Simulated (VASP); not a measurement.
Wanted: the native input for a VASP 6.6.1 run.

| Quantity | Value |
| --- | --- |
| Task | single point |
| Functional | BLYP |
| Potentials or basis | VASP PAW PBE potentials, release 64 (Sc_sv) |
| Cutoff | 520 eV |
| k mesh | 9 × 9 × 9 |
| Occupations | fermi-dirac, width 0.1 eV |
| Spin | no spin polarisation |
| Dipole correction | no |
| Further INCAR settings | ALGO = Normal; EDIFF = 1e-06; NBANDS = 18 |

The structure of Sc lies in POSCAR:

```
Sc
1.0
    0.0000000000      3.3005306829      3.3005306829
    3.3005306829      0.0000000000      3.3005306829
    3.3005306829      3.3005306829      0.0000000000
Sc
2
Direct
    0.1250000000      0.1250000000      0.1250000000
    0.8750000000      0.8750000000      0.8750000000
```

This isn't the form of Sc at room conditions, which is hcp.

The input as run:

INCAR

```
PREC = Accurate ; ENCUT = 520
EDIFF = 1E-6 ; ISMEAR = -1
SIGMA = 0.1 ; LREAL = F
LASPH = T ; NELM = 60
ALGO = Normal ; ISIF = 2
LWAVE = F ; LCHARG = F
GGA = B5 ; ALDAX = 1.0
AGGAX = 1.0 ; AGGAC = 1.0
ALDAC = 0.0 ; NBANDS = 18
```

KPOINTS

```
Automatic mesh
0
Gamma
  9 9 9
```

Potentials or basis: VASP PAW PBE potentials, release 64 (Sc_sv).

Launch:

```sh
$ cat potpaw_PBE.64/Sc_sv/POTCAR > POTCAR
$ mpirun -np 1 vasp_std > vasp.out
```

Results of the run:

```
Pressure               : 0.8 GPa
Band gap on the k mesh : zero (bands 11 and 12 overlap by 0.60 eV)
```

Caveat: the PAW data sets were made with another functional, which shifts forces and pressure a little.

Wall time 30 s on 1 thread of Intel(R) Xeon(R) 6975P-C (Granite Rapids), with other jobs on the host, peak memory 0.21 GiB.
